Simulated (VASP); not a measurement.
## In2Ru: single point with r2SCAN

Crystal: In2Ru.

```xyz
6
Lattice="0.0000 3.9567 3.9567 3.9567 0.0000 3.9567 3.9567 3.9567 0.0000" Properties=species:S:1:pos:R:3 pbc="T T T"
In    4.9458    4.9458    4.9458
In    4.9458    2.9675    2.9675
In    2.9675    2.9675    4.9458
In    2.9675    4.9458    2.9675
Ru    0.0000    0.0000    0.0000
Ru    1.9783    1.9783    1.9783
```

```yaml
Program: VASP 6.6.1
Task: single point
Functional: r2SCAN
Potentials_or_basis: VASP PAW PBE potentials, release 64 (In_d, Ru_pv)
Cutoff: 520 eV
k_mesh: 4 × 4 × 4
Occupations: gaussian, width 0.1 eV
Spin: no spin polarisation
Dipole_correction: no
Further_INCAR_settings: ALGO = Normal; EDIFF = 1e-07; NBANDS = 49
```

```json
{"Pressure": "-4.9 GPa", "Band gap on the k mesh": "zero (band 40 reaches 9.65 eV, above the bottom of band 41 at 9.25 eV)"}
```

Levels at points of the mesh, in eV from the Fermi level:
```csv
k point,band 35,band 36,band 37,band 38,band 39,band 40,band 41,band 42,band 43,band 44
"(0.00, 0.00, 0.00)",-2.95,-2.95,-0.33,-0.33,0.15,0.15,0.15,0.58,1.18,1.18
"(0.50, 0.00, 0.00)",-1.68,-1.61,-0.55,-0.55,-0.27,0.06,0.06,0.61,0.61,2.24
"(0.50, 0.50, 0.00)",-1.43,-1.43,-0.84,-0.84,-0.59,-0.59,0.01,0.01,4.01,4.01
```

Run time: 2.3 min on 1 thread of Intel(R) Xeon(R) 6975P-C (Granite Rapids), on a shared host, peak memory 0.3 GiB.

Caveat: the PAW data sets were made with another functional, which shifts forces and pressure a little; spin-orbit coupling is left out, which moves the levels of the heavy elements.
